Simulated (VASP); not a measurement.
V:

```xyz
1
Lattice="-1.5130 1.5130 1.5130 1.5130 -1.5130 1.5130 1.5130 1.5130 -1.5130" Properties=species:S:1:pos:R:3 pbc="T T T"
V     0.0000    0.0000    0.0000
```

Program: VASP 6.6.1. Alike in all runs: task single point; spin collinear, ferromagnetic start; cell as given.

Q: Order these runs on this cell by their pressure, lowest first.
A. level revPBE; potentials or basis VASP PAW PBE potentials, release 64 (V_sv); k mesh 2 × 4 × 5; cutoff (eV) 500; smearing methfessel-paxton 0.084 eV
B. level LDA; potentials or basis VASP PAW LDA potentials, release 64 (V_sv); k mesh 6 × 6 × 6; cutoff (eV) 500; smearing gaussian 0.1 eV
C. level r2SCAN; potentials or basis VASP PAW PBE potentials, release 64 (V_sv); k mesh 6 × 6 × 6; cutoff (eV) 550; smearing gaussian 0.1 eV
D. level PBE+U; potentials or basis VASP PAW PBE potentials, release 64 (V_sv); U V d U = 5.6 eV; k mesh 6 × 6 × 6; cutoff (eV) 500; smearing gaussian 0.1 eV
E. level PBE+D3(BJ)+U; potentials or basis VASP PAW PBE potentials, release 64 (V_sv); U V d U = 4.9 eV; k mesh 6 × 6 × 6; cutoff (eV) 500; smearing gaussian 0.1 eV

A: B (-15.9 GPa), A (-10.8 GPa), C (-4.0 GPa), E (14.6 GPa), D (43.2 GPa).

Caveats: all runs use coarse meshes; the PAW data sets were made with another functional, which shifts forces and pressure a little (at least some runs); the U is typed as a test and isn't derived for this compound (at least some runs).
